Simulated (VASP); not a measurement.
Runs of VASP 6.6.1 on Tl. The structure is that of space group P6_3/mmc (No. 194), or close to it. The cells are those of the table. 

```csv
task,cell,k mesh,cutoff (eV),gap on the mesh (eV),pressure (GPa)
single point,"a = 3.502, b = 3.502, c = 5.394 Å, angles 90.0, 90.0, 120.0°, 2 atoms",12 × 12 × 7,520,none,0.0
single point,"a = 3.456, b = 3.456, c = 5.525 Å, angles 90.0, 90.0, 120.0°, 2 atoms",6 × 6 × 4,520,none,(a)
relaxation of cell and atoms,"relaxed from a = 3.456, b = 3.456, c = 5.525 Å, angles 90.0, 90.0, 120.0°, 2 atoms",15 × 15 × 8,600,none,0.0
single point,"a = 3.502, b = 3.502, c = 5.394 Å, angles 90.0, 90.0, 120.0°, 2 atoms",15 × 15 × 8,520,none,-0.1
```

Alike in all rows: level PBEsol; potentials or basis VASP PAW PBE potentials, release 64 (Tl_d); no spin polarisation; smearing gaussian 0.1 eV.

Estimate the missing entries.

(a) -0.2.

Caveats: the PAW data sets were made with another functional, which shifts forces and pressure a little; spin-orbit coupling is left out, which moves the levels of the heavy elements.

A k mesh can miss the band edges, and the runs leave out spin-orbit coupling on Tl.

A gap of «none» marks levels without a gap at the run's occupations.
